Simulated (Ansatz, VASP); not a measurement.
# Two plane-wave programs on Au

```
Au
1.0
     4.92046    0.00000    0.00000
    -2.46023    4.26124    0.00000
     0.00000    0.00000    3.01646
Au
3
Direct
  0.00000 0.00000 0.00000
  0.33333 0.66667 0.50000
  0.66667 0.33333 0.50000
```

Alike in both runs: task single point; functional PBEsol; k mesh 6 × 6 × 6; occupations gaussian, width 0.1 eV; no spin polarisation.

|  | VASP | Ansatz |
| --- | --- | --- |
| version | VASP 6.6.1 | Ansatz 0.2.0 |
| potentials or method | VASP PAW PBE potentials, release 64 (Au), cutoff 520 eV | scalar-relativistic, plane waves, PAW |
| valence electrons in the cell | 33 | 57 |

```tsv
	VASP	Ansatz	Ansatz less VASP
gap on the k mesh at the Fermi level (eV)	none	none	-
pressure (GPa)	-17.9	-17.8	+0.09
traceless stress, the component that is largest in VASP (GPa)	-2.57	-2.64	-0.070
```

VASP's potentials were made for PBE, not for PBEsol. A gap of «none» marks a metal or a gap that the smearing closes. VASP's potentials hold 33 valence electrons a cell and Ansatz's 57, so a difference there can come from the potentials and not from the codes.

Spin-orbit coupling is off throughout.
